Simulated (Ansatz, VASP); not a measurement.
**GaSb: VASP beside Ansatz**

File POSCAR:

```
GaSb
1.0
    0.0000000000      3.0590000000      3.0590000000
    3.0590000000      0.0000000000      3.0590000000
    3.0590000000      3.0590000000      0.0000000000
Ga Sb
1 1
Direct
    0.0000000000      0.0000000000      0.0000000000
    0.7500000000      0.7500000000      0.7500000000
```

The input INCAR.step1:

```
PREC     = Accurate       # precision mode
ENCUT    = 520            # plane-wave cutoff, eV
ISMEAR   = 0              # smearing method
SIGMA    = 0.05           # smearing width, eV
LREAL    = False          # projectors in reciprocal space
LASPH    = True           # aspherical terms in the spheres
NELM     = 100            # most SCF steps
NBANDS   = 16             # bands
GGA      = PE             # functional
ALGO     = Normal         # electronic algorithm
EDIFF    = 1E-4           # SCF threshold, eV
LWAVE    = True           # write WAVECAR
LCHARG   = False          # write CHGCAR
```

INCAR.step2

```
PREC     = Accurate       # precision mode
ENCUT    = 520            # plane-wave cutoff, eV
EDIFF    = 1E-7           # SCF threshold, eV
ISMEAR   = 0              # smearing method
SIGMA    = 0.05           # smearing width, eV
LREAL    = False          # projectors in reciprocal space
LASPH    = True           # aspherical terms in the spheres
NELM     = 100            # most SCF steps
ALGO     = Normal         # electronic algorithm
ISIF     = 2              # what is computed and relaxed
LWAVE    = False          # write WAVECAR
LCHARG   = True           # write CHGCAR
METAGGA  = R2SCAN         # meta-GGA
LMIXTAU  = True         
LELF     = True           # ELF
LVHAR    = True         
NBANDS   = 16             # bands
ISTART   = 1
```

File KPOINTS:

```
regular mesh
0
Gamma
  10 10 10
```

Input for Ansatz:

```yaml
crystal:
  lattice:
    - [0.0, 3.059, 3.059]
    - [3.059, 0.0, 3.059]
    - [3.059, 3.059, 0.0]
  atoms:
    - { symbol: Ga, position: [0.0, 0.0, 0.0] }
    - { symbol: Sb, position: [0.75, 0.75, 0.75] }
basis:
  ecutwfc: 500
kpoints:
  mp_grid: { grid: [10, 10, 10] }
hamiltonian:
  xc: r2scan
scf:
  occupations: { method: gaussian, width: 0.05 }
output:
  forces: true
  stress: true
  eigenvalues: true
```

Alike in both runs: task single point; functional r2SCAN; k mesh 10 × 10 × 10; occupations gaussian, width 0.05 eV; no spin polarisation.

```csv
,VASP,Ansatz
version,VASP 6.6.1,Ansatz 0.2.0
potentials or method,"VASP PAW PBE potentials, release 64 (Ga_d, Sb), cutoff 520 eV","scalar-relativistic, plane waves, PAW"
valence electrons in the cell,18,28
```

|  | VASP | Ansatz | Ansatz less VASP |
| --- | --- | --- | --- |
| gap on the k mesh at the Fermi level (eV) | 0.45 | 0.47 | +0.016 |
| least direct gap on the mesh (eV) | 0.45 | 0.47 | +0.016 |
| pressure (GPa) | 0.5 | 0.4 | -0.10 |

VASP's potentials were made for PBE, not for r2SCAN. With one functional, cell and mesh, what is left measures potentials, basis and numerics. VASP's potentials hold 18 valence electrons a cell and Ansatz's 28, so a difference there can come from the potentials and not from the codes.

Spin-orbit coupling is off throughout.
